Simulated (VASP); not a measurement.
Here is a VASP 6.6.1 calculation.

INCAR

```
PREC     = Accurate       # precision mode
ENCUT    = 600            # plane-wave cutoff, eV
EDIFF    = 1E-6           # SCF threshold, eV
ISMEAR   = 0              # smearing method
SIGMA    = 0.2            # smearing width, eV
LREAL    = False          # projectors in reciprocal space
LASPH    = True           # aspherical terms in the spheres
NELM     = 120            # most SCF steps
ALGO     = Normal         # electronic algorithm
ISIF     = 2              # what is computed and relaxed
LWAVE    = False          # write WAVECAR
LCHARG   = False          # write CHGCAR
GGA      = PE             # functional
NBANDS   = 23             # bands
GGA_COMPAT= False
```

File KPOINTS:

```
regular mesh
0
Gamma
  4 4 4
```

POSCAR

```
TeO4
1.0
    4.4440817823      0.0000000030      0.0000000000
   -2.2220408938      3.8486877185      0.0000000000
    0.0000000000      0.0000000000      3.9985492313
Te O
1 4
Direct
    0.0000000000      0.0000000000      0.5000000000
    0.5000000000      0.0000000000      0.0000000000
    0.0000000000      0.5000000000      0.0000000000
    0.5000000000      0.5000000000      0.0000000000
    0.0000000000      0.0000000000      0.0000000000
```

Potentials or basis: VASP PAW PBE potentials, release 64 (Te, O).

Launch:

```sh
$ cat potpaw_PBE.64/Te/POTCAR potpaw_PBE.64/O/POTCAR > POTCAR
$ mpirun -np 1 vasp_std > vasp.out
```

Question: Predict the pressure.

Answer: -0.2 GPa.

Question: What does it give for the band gap on the k mesh?

Answer: Zero (bands 15 and 16 overlap by 0.81 eV).

Stress tensor (GPa, compression positive):
```
 0.23  0.00  0.00
 0.00  0.23  0.00
 0.00  0.00 -0.94
```

Caveat: the k points lie up to 0.41 Å⁻¹ apart, too coarse for converged energies and pressures of a metal; spin-orbit coupling is left out, which moves the levels of the heavy elements.
